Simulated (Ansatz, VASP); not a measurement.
**Two plane-wave programs on InSb**

```xyz
2
Lattice="0.0000 3.2817 3.2817 3.2817 0.0000 3.2817 3.2817 3.2817 0.0000" Properties=species:S:1:pos:R:3 pbc="T T T"
In    0.0000    0.0000    0.0000
Sb    4.9226    4.9226    4.9226
```

Change from the starting cell: volume scaled by 1.04, ions relaxed.

Alike in both runs: functional PBE; k mesh 12 × 12 × 12; occupations fermi-dirac, width 0.05 eV; no spin polarisation.

Ansatz relaxed the structure, and its values are those at the end. VASP's run is a single point on that final structure, the one shown.

|  | VASP | Ansatz |
| --- | --- | --- |
| version | VASP 6.6.1 | Ansatz 0.2.0 |
| potentials or method | VASP PAW PBE potentials, release 64 (In_d, Sb) | plane-wave PAW, scalar-relativistic |
| plane-wave cutoff (eV) | 520 | 420 |
| valence electrons in the cell | 18 | 28 |

```csv
,VASP,Ansatz,Ansatz less VASP
pressure (GPa),1.3,1.3,+0.03
```

The functional is the same, so the differences come from potentials, cutoffs and numerics. VASP's potentials hold 18 valence electrons a cell and Ansatz's 28, so a difference there can come from the potentials and not from the codes. Ansatz's warnings: stress scf threshold loose.

Spin-orbit coupling is off throughout.
